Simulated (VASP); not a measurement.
# CaH5 (P6/mmm) in VASP: a series of runs

Runs on CaH5. Level: PBE. Tasks: single point, relaxation of cell and atoms.

All numbers are computed with VASP 6.6.1; they aren't measurements. Logs are shortened: lines on timing, memory, paths and dates and some standing lists are left out, and cuts for length are marked.

## (1) The cell of the first run

It takes space group P6/mmm (No. 191, hexagonal). The conventional cell has a = 3.812 Å, b = 3.812 Å, c = 5.175 Å, α = 90.00°, β = 90.00°, γ = 120.00°. Within 3.4 Å of Ca (site symmetry 6/mmm) lie 14 H at 2.59 to 2.68 Å. H (site symmetry 3m) has 7 H at 2.11 to 2.44 Å and 3 Ca at 2.68 Å within 2.8 Å. Within 3.2 Å of H (site symmetry 6/mmm) lie 12 H at 2.44 Å and 2 Ca at 2.59 Å.

The cell was generated, and may not be a known phase.

## (2) Single point, PBE

Input file INCAR:

```
ALGO     = Normal         # electronic algorithm
EDIFF    = 1E-7           # SCF threshold, eV
ENCUT    = 520            # plane-wave cutoff, eV
GGA      = PE             # functional
ISIF     = 2              # what is computed and relaxed
ISMEAR   = 0              # smearing method
LASPH    = T              # aspherical terms in the spheres
LCHARG   = F              # write CHGCAR
LREAL    = F              # projectors in reciprocal space
LWAVE    = F              # write WAVECAR
NBANDS   = 16             # bands
NELM     = 80             # most SCF steps
PREC     = Accurate       # precision mode
SIGMA    = 0.1            # smearing width, eV
```

Input file KPOINTS:

```
k-points
0
Gamma
  6 6 4
```

Input file POSCAR:

```
CaH5
1.0
    3.8119577400      0.0000000000      0.0000000000
   -1.9059788700      3.3012522500      0.0000000000
    0.0000000000      0.0000000000      5.1745449900
Ca H
1 5
Direct
    0.0000000000      0.0000000000      0.5000000000
    0.6666666700      0.3333333300      0.7959949400
    0.0000000000      0.0000000000      0.0000000000
    0.6666666700      0.3333333300      0.2040050600
    0.3333333300      0.6666666700      0.2040050600
    0.3333333300      0.6666666700      0.7959949400
```

Potentials or basis: VASP PAW PBE potentials, release 64 (Ca_sv, H).

On the command line:

```console
$ cat potpaw_PBE.64/Ca_sv/POTCAR potpaw_PBE.64/H/POTCAR > POTCAR
$ mpirun -np 1 vasp_std > vasp.out
```

OUTCAR:

```text
EDIFF = 1E-7
   ENCUT = 520
   GGA = PE
   ISIF = 2
   ISMEAR = 0
   LASPH = T
   LREAL = F
   NELM = 80
   PREC = Accurate

 ion  position               nearest neighbor table
   1  0.000  0.000  0.500-
   2  0.667  0.333  0.796-
   3  0.000  0.000  0.000-
   4  0.667  0.333  0.204-
   5  0.333  0.667  0.204-
   6  0.333  0.667  0.796-

  LATTYP: Found a hexagonal cell.
 ALAT       =     3.8119577400
 C/A-ratio  =     1.3574507754

  Lattice vectors:

 A1 = (   3.8119577400,   0.0000000000,   0.0000000000)
 A2 = (  -1.9059788700,   3.3012522500,   0.0000000000)
 A3 = (   0.0000000000,   0.0000000000,   5.1745449900)

Analysis of symmetry for initial positions (statically):
=====================================================================
 Subroutine PRICEL returns:
 Original cell was already a primitive cell.

 Routine SETGRP: Setting up the symmetry group for a
 hexagonal supercell.

 Subroutine GETGRP returns: Found 24 space group operations
 (whereof 24 operations were pure point group operations)
 out of a pool of 24 trial point group operations.

The static configuration has the point symmetry D_6h.

Analysis of symmetry for dynamics (positions and initial velocities):
=====================================================================
 Subroutine PRICEL returns:
 Original cell was already a primitive cell.

 Routine SETGRP: Setting up the symmetry group for a
 hexagonal supercell.

 Subroutine GETGRP returns: Found 24 space group operations
 (whereof 24 operations were pure point group operations)
 out of a pool of 24 trial point group operations.

The dynamic configuration has the point symmetry D_6h.

 Subroutine INISYM returns: Found 24 space group operations
 (whereof 24 operations are pure point group operations),
 and found     1 'primitive' translations

----------------------------------------------------------------------------------------

                                     Primitive cell

  volume of cell :      65.1177

  direct lattice vectors                    reciprocal lattice vectors
     3.811957740  0.000000000  0.000000000     0.262332394  0.151457678  0.000000000
    -1.905978870  3.301252250  0.000000000     0.000000000  0.302915356  0.000000000
     0.000000000  0.000000000  5.174544990     0.000000000  0.000000000  0.193253707

  length of vectors
     3.811957740  3.811957748  5.174544990     0.302915356  0.302915356  0.193253707

  position of ions in fractional coordinates (direct lattice)
     0.000000000  0.000000000  0.500000000
     0.666666670  0.333333330  0.795994940
     0.000000000  0.000000000  0.000000000
     0.666666670  0.333333330  0.204005060
     0.333333330  0.666666670  0.204005060
     0.333333330  0.666666670  0.795994940

  ion indices of the primitive-cell ions
   primitive index   ion index
                 1           1
                 2           2
                 3           3
                 4           4
                 5           5
                 6           6

----------------------------------------------------------------------------------------

 KPOINTS: k-points

Automatic generation of k-mesh.
 Grid dimensions read from file:
 generate k-points for:    6    6    4

 Generating k-lattice:

  Cartesian coordinates                     Fractional coordinates (reciprocal lattice)
     0.043722066  0.025242946  0.000000000     0.166666667  0.000000000  0.000000000
     0.000000000  0.050485893  0.000000000     0.000000000  0.166666667  0.000000000
     0.000000000  0.000000000  0.048313427     0.000000000  0.000000000  0.250000000

  Length of vectors
     0.050485893  0.050485893  0.048313427

  Shift w.r.t. Gamma in fractional coordinates (k-lattice)
     0.000000000  0.000000000  0.000000000

 Subroutine IBZKPT returns following result:
 ===========================================

 Found     21 irreducible k-points:

 Following reciprocal coordinates:
            Coordinates               Weight
  0.000000  0.000000  0.000000      1.000000
  0.166667  0.000000  0.000000      6.000000
  0.333333  0.000000  0.000000      6.000000
  0.500000 -0.000000  0.000000      3.000000
  0.166667  0.166667  0.000000      6.000000
  0.333333  0.166667  0.000000     12.000000
[... 13 lines left out ...]
  0.333333  0.166667  0.500000     12.000000
  0.333333  0.333333  0.500000      2.000000
   k-points           NKPTS =     21   k-points in BZ     NKDIM =     21   number of bands    NBANDS=     16
   number of dos      NEDOS =    301   number of ions     NIONS =      6
   total plane-waves  NPLWV =  31360
   dimension x,y,z NGX =    28 NGY =   28 NGZ =   40
   dimension x,y,z NGXF=    56 NGYF=   56 NGZF=   80
   ions per type =               1   5
   NGX,Y,Z   is equivalent  to a cutoff of  12.21, 12.21, 12.85 a.u.
   NGXF,Y,Z  is equivalent  to a cutoff of  24.42, 24.42, 25.70 a.u.
 SYSTEM =  unknown system
   PREC   = accura    normal or accurate (medium, high low for compatibility)
   ISTART =      0    job   : 0-new  1-cont  2-samecut
   ICHARG =      2    charge: 1-file 2-atom 10-const
   ISPIN  =      1    spin polarized calculation?
   LNONCOLLINEAR =      F non collinear calculations
   LSORBIT =      F    spin-orbit coupling
   LASPH  =      T    aspherical Exc in radial PAW
   ENCUT  =  520.0 eV  38.22 Ry    6.18 a.u.   7.09  7.09  9.62*2*pi/ulx,y,z
   NELM   =     80;   NELMIN=  2; NELMDL= -5     # of ELM steps
   EDIFF  = 0.1E-06   stopping-criterion for ELM
   LREAL  =      F    real-space projection
   EDIFFG = 0.1E-05   stopping-criterion for IOM
   NSW    =      0    number of steps for IOM
   IBRION =     -1    ionic relax: 0-MD 1-quasi-New 2-CG
   NFREE  =      0    steps in history (QN), initial steepest desc. (CG)
   ISIF   =      2    stress and relaxation
   ISYM   =      2    0-nonsym 1-usesym 2-fastsym
   POTIM  = 0.5000    time-step for ionic-motion
   TEBEG  =    0.0;   TEEND  =   0.0 temperature during run
   PSTRESS=    0.0 pullay stress
   NELECT =      15.0000    total number of electrons
   NUPDOWN=      -1.0000    fix difference up-down
   EMIN   =  10.00;   EMAX   =-10.00  energy-range for DOS
   EFERMI =   0.00;   METHOD = LEGACY
   ISMEAR =     0;   SIGMA  =   0.10  broadening in eV -4-tet -1-fermi 0-gaus
   EFERMI_NEDOS =   21; number of points for ismear=-14 and -15
   IALGO  =     38    algorithm
   IMIX   =      4    mixing-type and parameters
     AMIX     =   0.40;   BMIX     =  1.00
     AMIX_MAG =   1.60;   BMIX_MAG =  1.00
  volume/ion in A,a.u.               =      10.85        73.24
  Fermi-wavevector in a.u.,A,eV,Ry     =   1.003550  1.896434 13.702594  1.007112
  Thomas-Fermi vector in A             =   2.136109
   LORBIT       =      0    0 simple, 1 ext, 2 COOP (PROOUT), +10 PAW based schemes
   GGA     = PE    functional components
   LHFCALC =     F    Hartree Fock is set to
   AEXX    =    0.0000 exact exchange contribution
   IVDW    =     0    specifies the selected vdW correction
   LEPSILON=     F    determine dielectric tensor
   LRPA    =     F    only Hartree local field effects (RPA)
 non-spin polarized calculation
 Gauss-broadening in eV      SIGMA  =   0.10
  energy-cutoff  :      520.00
  volume of cell :       65.12
 maximum number of plane-waves:      1773
   NGX = 15   NGY = 15   NGZ = 19

 number of electron      15.0000000 magnetization

 Free energy of the ion-electron system (eV)
  ---------------------------------------------------
  ext. energy  EPLUGINS =         0.00000000
  ---------------------------------------------------
  free energy    TOTEN  =       -14.24404046 eV

  energy without entropy =      -14.23424684  energy(sigma->0) =      -14.23914365

 E-fermi :  -0.5905     XC(G=0):  -8.3599

 val. band max:       -0.6326400397   @ k =   0.3333   0.1667   0.5000
 cond. band min:      -0.5399336177   @ k =   0.3333   0.0000   0.5000
 fundamental gap:      0.0927064220
 Fermi energy:        -0.5905317517

 k-point     1 :       0.0000    0.0000    0.0000
  band No.  band energies     occupation
      1     -40.6475      2.00000
      2     -21.6108      2.00000
      3     -21.5949      2.00000
      4     -21.5949      2.00000
      5      -6.8906      2.00000
      6      -2.9815      2.00000
[... 8 lines left out ...]
     15       6.5054      0.00000
     16      10.6104      0.00000

 k-point     2 :       0.1667    0.0000    0.0000
  band No.  band energies     occupation
      1     -40.6441      2.00000
      2     -21.6327      2.00000
      3     -21.6043      2.00000
      4     -21.6034      2.00000
      5      -6.5244      2.00000
      6      -2.8166      2.00000
[... 8 lines left out ...]
     15       6.4831      0.00000
     16       9.0868      0.00000

 k-point     3 :       0.3333    0.0000    0.0000
  band No.  band energies     occupation
      1     -40.6374      2.00000
      2     -21.7073      2.00000
      3     -21.6204      2.00000
      4     -21.5913      2.00000
      5      -5.4801      2.00000
      6      -2.3522      2.00000
[... 8 lines left out ...]
     15       6.4635      0.00000
     16       7.5886      0.00000

 k-point     4 :       0.5000   -0.0000    0.0000
  band No.  band energies     occupation
      1     -40.6340      2.00000
      2     -21.7441      2.00000
      3     -21.6288      2.00000
      4     -21.5848      2.00000
      5      -4.1165      2.00000
      6      -3.6154      2.00000
[... 8 lines left out ...]
     15       6.3756      0.00000
     16       6.6698      0.00000
[... 267 lines left out ...]
 k-point    19 :       0.1667    0.1667    0.5000
  band No.  band energies     occupation
      1     -40.6390      2.00000
      2     -21.6811      2.00000
      3     -21.6232      2.00000
      4     -21.6007      2.00000
      5      -5.1767      2.00000
      6      -3.8580      2.00000
[... 8 lines left out ...]
     15       6.7199      0.00000
     16       8.7994      0.00000

 k-point    20 :       0.3333    0.1667    0.5000
  band No.  band energies     occupation
      1     -40.6339      2.00000
      2     -21.7242      2.00000
      3     -21.6482      2.00000
      4     -21.5903      2.00000
      5      -4.0775      2.00000
      6      -2.7488      2.00000
[... 8 lines left out ...]
     15       6.1272      0.00000
     16       8.5198      0.00000

 k-point    21 :       0.3333    0.3333    0.5000
  band No.  band energies     occupation
      1     -40.6322      2.00000
      2     -21.6977      2.00000
      3     -21.6977      2.00000
      4     -21.5869      2.00000
      5      -2.9070      2.00000
      6      -2.9070      2.00000
[... 8 lines left out ...]
     15       5.4396      0.00000
     16       9.5757      0.00000

------------------------ aborting loop because EDIFF is reached ----------------------------------------

  FORCE on cell =-STRESS in cart. coord.  units (eV):
  Direction    XX          YY          ZZ          XY          YZ          ZX
  --------------------------------------------------------------------------------------
  -------------------------------------------------------------------------------------
  Total       -3.9632279     -3.9632279     -5.7288586      0.0000000     -0.0000000      0.0000000
  in kB      -97.5125854    -97.5125859   -140.9547539      0.0000000     -0.0000000      0.0000000
  external PRESSURE =    -111.9933084 kB  Pullay stress =       0.0000000 kB

 VOLUME and BASIS-vectors are now :
 -----------------------------------------------------------------------------
  energy-cutoff  :      520.00
  volume of cell :       65.12
      direct lattice vectors                 reciprocal lattice vectors
     3.811957740  0.000000000  0.000000000     0.262332394  0.151457678  0.000000000
    -1.905978870  3.301252250  0.000000000     0.000000000  0.302915356  0.000000000
     0.000000000  0.000000000  5.174544990     0.000000000  0.000000000  0.193253707

 POSITION                                       TOTAL-FORCE (eV/Angst)
 -----------------------------------------------------------------------------------
      0.00000      0.00000      2.58727        -0.000000      0.000000      0.000000
      1.90598      1.10042      4.11891        -0.000000      0.000000     -0.407271
      0.00000      0.00000      0.00000        -0.000000      0.000000      0.000000
      1.90598      1.10042      1.05563         0.000000      0.000000      0.407271
     -0.00000      2.20083      1.05563        -0.000000     -0.000000      0.407271
     -0.00000      2.20083      4.11891         0.000000      0.000000     -0.407271
 -----------------------------------------------------------------------------------
    total drift:                               -0.000000     -0.000000     -0.000000

  FREE ENERGIE OF THE ION-ELECTRON SYSTEM (eV)
  ---------------------------------------------------
  free  energy   TOTEN  =       -14.2440404605 eV

  energy  without entropy=      -14.2342468351  energy(sigma->0) =      -14.23914365
```

It took 27 s on 1 thread of Intel Xeon 8259CL, shared host; peak memory 0.18 GiB.

Results:

| Quantity | Value |
| --- | --- |
| Free energy | -14.2440 eV |
| Pressure | -11.2 GPa |
| Largest force | 0.407 eV/Å |
| Band gap on the k mesh | zero (an odd number of electrons rules out a gap without spin polarisation) |

Forces in eV/Å, atoms in the order of the input:
```
Ca   0.000  0.000  0.000
H    0.000  0.000 -0.407
H    0.000  0.000  0.000
H    0.000  0.000  0.407
H    0.000  0.000  0.407
H    0.000  0.000 -0.407
```

Levels at points of the mesh, in eV from the Fermi level:
```
           k point  band 6  band 7  band 8  band 9  band 10  band 11
(0.00, 0.00, 0.00)   -2.39   -0.23    1.61    3.77     4.11     4.11
(0.50, 0.00, 0.00)   -3.02   -1.37   -0.22    0.94     4.71     4.92
(0.00, 0.00, 0.50)   -4.32    1.75    2.11    2.98     3.52     4.17
(0.50, 0.00, 0.50)   -2.27   -1.92   -1.10    0.87     4.46     4.51
```

Caveat: the cell stands under tension.

## (3) Single point, PBE

This run uses another cell than the first one, of 10.72 Å³/atom.

Input file INCAR:

```
ALGO = Normal
EDIFF = 1E-6
ENCUT = 520
GGA = PE
ISIF = 2
ISMEAR = 0
LASPH = T
LCHARG = F
LREAL = F
LWAVE = F
NBANDS = 16
NELM = 100
PREC = Accurate
SIGMA = 0.1
```

KPOINTS is that of step 2.

Input file POSCAR:

```
CaH5
1.0
    4.2728051316      0.0000000000      0.0000000000
   -2.1364025658      3.7003577894      0.0000000000
    0.0000000000      0.0000000000      4.0682526022
Ca H
1 5
Direct
    0.0000000000      0.0000000000      0.5000000000
    0.6666666667      0.3333333333      0.6029590868
    0.0000000000      0.0000000000      0.0000000000
    0.6666666667      0.3333333333      0.3970409132
    0.3333333333      0.6666666667      0.3970409132
    0.3333333333      0.6666666667      0.6029590868
```

Potentials or basis: VASP PAW PBE potentials, release 64 (Ca_sv, H).

On the command line:

```console
$ cat potpaw_PBE.64/Ca_sv/POTCAR potpaw_PBE.64/H/POTCAR > POTCAR
$ mpirun -np 1 vasp_std > vasp.out
```

Run time: 30 s. Hardware: 1 thread of Intel Xeon 8259CL, shared host; peak memory 0.18 GiB.

It converged, with:

```yaml
Free_energy: -18.3691 eV
Pressure: 0.0 GPa
Largest_force: 0.010 eV/Å
Band_gap_on_the_k_mesh: zero (an odd number of electrons rules out a gap without spin polarisation)
```

Forces in eV/Å, atoms in the order of the input:
```
Ca   0.000  0.000  0.000
H    0.000  0.000 -0.010
H    0.000  0.000  0.000
H    0.000  0.000  0.010
H    0.000  0.000  0.010
H    0.000  0.000 -0.010
```

Stress tensor (GPa, compression positive):
```
 0.25  0.00  0.00
 0.00  0.25  0.00
 0.00  0.00 -0.36
```

Levels at points of the mesh, in eV from the Fermi level:
| k point | band 5 | band 6 | band 7 | band 8 | band 9 | band 10 |
| --- | --- | --- | --- | --- | --- | --- |
| (0.00, 0.00, 0.00) | -11.07 | -7.75 | -3.98 | 0.97 | 0.97 | 1.48 |
| (0.50, 0.00, 0.00) | -9.73 | -9.23 | -3.87 | 1.08 | 2.64 | 3.11 |
| (0.00, 0.00, 0.50) | -10.81 | -7.66 | -3.77 | 1.23 | 1.23 | 1.63 |
| (0.50, 0.00, 0.50) | -9.54 | -9.06 | -2.45 | -1.34 | 2.20 | 2.43 |

Caveat: the k points lie up to 0.39 Å⁻¹ apart, too coarse for converged energies and pressures of a metal.

## (4) Relaxation of cell and atoms, PBE

Input file INCAR:

```
SYSTEM = CaH5
PREC = Accurate
ENCUT = 600
EDIFF = 1E-6
ISMEAR = 0
SIGMA = 0.1
LREAL = .False.
LASPH = .True.
NELM = 60
ALGO = Normal
ISIF = 3
LWAVE = .False.
LCHARG = .False.
GGA = PE
IBRION = 2
NSW = 90
EDIFFG = -0.04
```

Input file KPOINTS:

```
regular mesh
0
Gamma
  6 6 4
  0 0 0
```

Input file POSCAR:

```
CaH5
1.0
    3.8119577400      0.0000000000      0.0000000000
   -1.9059788700      3.3012522500      0.0000000000
    0.0000000000      0.0000000000      5.1745449900
Ca H
1 5
Direct
    0.0000000000      0.0000000000      0.5000000000
    0.6666666700      0.3333333300      0.7959949400
    0.0000000000      0.0000000000      0.0000000000
    0.6666666700      0.3333333300      0.2040050600
    0.3333333300      0.6666666700      0.2040050600
    0.3333333300      0.6666666700      0.7959949400
```

On the command line:

```console
$ cat potpaw_PBE.64/Ca_sv/POTCAR potpaw_PBE.64/H/POTCAR > POTCAR
$ mpirun -np 1 vasp_std > vasp.out
```

Run time: 24 min. Hardware: 1 thread of Intel Xeon 8259CL, shared host; peak memory 0.22 GiB.

The run converged. Its results:

```yaml
Free_energy: -18.3818 eV
Relaxed_volume: 12.65 Å³/atom
Relaxed_cell: a = 4.591 Å, b = 4.591 Å, c = 4.158 Å, α = 90.00°, β = 90.00°, γ = 120.00°
Space_group_after_relaxing_to_0.1_Å: P6/mmm (No. 191)
Pressure_after_relaxing: 0.1 GPa
Band_gap_on_the_k_mesh: zero (an odd number of electrons rules out a gap without spin polarisation)
```

Forces in eV/Å, atoms in the order of the input:
```
Ca   0.000  0.000  0.000
H    0.000  0.000  0.003
H    0.000  0.000  0.000
H    0.000  0.000 -0.003
H    0.000  0.000 -0.003
H    0.000  0.000  0.003
```

Stress tensor (GPa, compression positive):
```
0.17 0.00 0.00
0.00 0.17 0.00
0.00 0.00 0.07
```

Final structure:
```
Ca H
1.0
     4.59118    0.00000    0.00000
    -2.29559    3.97607    0.00000
     0.00000    0.00000    4.15762
Ca H
1 5
Direct
  0.00000 0.00000 0.50000
  0.66667 0.33333 0.90570
  0.00000 0.00000 0.00000
  0.66667 0.33333 0.09430
  0.33333 0.66667 0.09430
  0.33333 0.66667 0.90570
```

Levels at points of the mesh, in eV from the Fermi level:
```csv
k point,band 5,band 6,band 7,band 8,band 9,band 10
"(0.00, 0.00, 0.00)",-8.87,-6.21,-2.67,0.69,1.89,1.89
"(0.50, 0.00, 0.00)",-7.87,-7.22,-3.44,1.58,2.15,3.20
"(0.00, 0.00, 0.50)",-8.40,-6.07,-2.17,-1.16,2.30,2.30
"(0.50, 0.00, 0.50)",-7.66,-6.93,-1.98,-0.03,0.01,1.98
```

Caveat: the volume moved by over 15 % at a fixed basis, so the end points are rough.

(Part 1 of 2 ends here.)

The gap in the log of VASP goes by the Fermi energy; the results here count the filled bands.